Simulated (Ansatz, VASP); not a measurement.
MoS2: VASP beside Ansatz

```
CELL_PARAMETERS angstrom
3.23551 0.00000 0.00000
-1.61775 2.80203 0.00000
0.00000 0.00000 6.29893
ATOMIC_POSITIONS crystal
Mo 0.00000 0.00000 0.50000
S 0.33333 0.66667 0.25618
S 0.66667 0.33333 0.74382
```

Alike in both runs: task single point; functional r2SCAN; k mesh 4 × 4 × 2; no spin polarisation.

|  | VASP | Ansatz |
| --- | --- | --- |
| version | VASP 6.6.1 | Ansatz 0.2.0 |
| potentials or method | VASP PAW PBE potentials, release 64 (Mo_sv, S) | plane waves, PAW |
| plane-wave cutoff (eV) | 520 | 500 |
| occupations | gaussian, width 0.1 eV | gaussian |
| valence electrons in the cell | 26 | 26 |

VASP gave:

```
gap on the k mesh at the Fermi level (eV)                     : none
pressure (GPa)                                                : 0.9
traceless stress, the component that is largest in VASP (GPa) : -2.29
rms of the force components (eV/Å)                            : 0.057
```

**Question.** What did Ansatz give for the same quantities?

**Answer.** gap on the k mesh at the Fermi level (eV): none; pressure (GPa): 0.9; traceless stress, the component that is largest in VASP (GPa): -2.33; rms of the force components (eV/Å): 0.063.

VASP's potentials were made for PBE, not for r2SCAN. Atom by atom the forces differ by 0.005 eV/Å (rms over components). A gap of «none» marks a metal or a gap that the smearing closes.

The k mesh is coarse, so the values compare programs but aren't converged.
